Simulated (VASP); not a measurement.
Input of a VASP 6.6.1 run:

The input POSCAR:

```
ZnSe
1.0
    0.0000000000      2.8324246719      2.8324246719
    2.8978536818      0.0000000000      2.8324246719
    2.8978536818      2.8324246719      0.0000000000
Zn Se
1 1
Direct
    0.0000000000      0.0000000000      0.0000000000
    0.2500000000      0.2500000000      0.2500000000
```

File INCAR.step1:

```
PREC = Accurate
ENCUT = 520
ISMEAR = 0
SIGMA = 0.01
LREAL = False
LASPH = True
NELM = 80
NBANDS = 16
GGA = PE
ALGO = Normal
EDIFF = 1E-4
LWAVE = True
LCHARG = False
```

File INCAR.step2:

```
PREC = Accurate
ENCUT = 520
EDIFF = 1E-7
ISMEAR = 0
SIGMA = 0.01
LREAL = False
LASPH = True
NELM = 80
ALGO = Normal
ISIF = 2
LWAVE = False
LCHARG = False
METAGGA = R2SCAN
LMIXTAU = True
NBANDS = 16
ISTART = 1
```

The input KPOINTS:

```
regular mesh
0
Gamma
  8 8 8
```

Potentials or basis: VASP PAW PBE potentials, release 64 (Zn, Se).

Run with:

```bash
$ cat potpaw_PBE.64/Zn/POTCAR potpaw_PBE.64/Se/POTCAR > POTCAR
$ cp INCAR.step1 INCAR
$ mpirun -np 1 vasp_std > vasp.out
$ cp INCAR.step2 INCAR
$ mpirun -np 1 vasp_std > vasp.out
```

(1) Predict the pressure.

(2) What does it give for the band gap on the k mesh?

## Answers

(1) -1.3 GPa.

(2) 1.74 eV.

Caveat: the cell differs from its parent crystal (uniaxial x strain +2.3%); the PAW data sets were made with another functional, which shifts forces and pressure a little.
